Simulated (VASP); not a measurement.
Wanted: the native input for a VASP 6.6.1 run.

| Item | Value |
| --- | --- |
| Task | single point |
| Functional | PBE |
| Potentials or basis | VASP PAW PBE potentials, release 64 (Si, C) |
| Cutoff | 600 eV |
| k mesh | 10 × 10 × 10 |
| Occupations | gaussian, width 0.02 eV |
| Spin | no spin polarisation |
| Dipole correction | no |
| Further INCAR settings | ALGO = Normal; EDIFF = 1e-06; NBANDS = 11 |

The structure of SiC lies in POSCAR:

```
SiC
1.0
    0.0105508730      2.2012064055      2.1792155362
    2.2012064055      0.0105508730      2.1792155362
    2.2117572785      2.2117572785      0.0000000000
Si C
1 1
Direct
    0.0004388284      0.0004388284     -0.0004388284
    0.2495611716      0.2495611716      0.2504388284
```

This cell differs from its parent crystal: strained cell.

The input as run:

INCAR

```
  PREC = Accurate
  ENCUT = 600
  EDIFF = 1E-6
  ISMEAR = 0
  SIGMA = 0.02
  LREAL = False
  LASPH = True
  NELM = 120
  ALGO = Normal
  ISIF = 2
  LWAVE = False
  LCHARG = False
  GGA = PE
  NBANDS = 11
  GGA_COMPAT = False
```

KPOINTS

```
Automatic mesh
0
Gamma
  10 10 10
```

Potentials or basis: VASP PAW PBE potentials, release 64 (Si, C).

The run is started by

```sh
$ cat potpaw_PBE.64/Si/POTCAR potpaw_PBE.64/C/POTCAR > POTCAR
$ mpirun -np 1 vasp_std > vasp.out
```

Results of the run:

```yaml
Pressure: -1.3 GPa
Band_gap_on_the_k_mesh: 1.27 eV (least direct gap 4.45 eV)
```

Caveat: the cell differs from its parent crystal (strained cell).

Run time: 47 s on 1 thread of Intel Xeon 8259CL, on a shared host, peak memory 0.18 GiB.
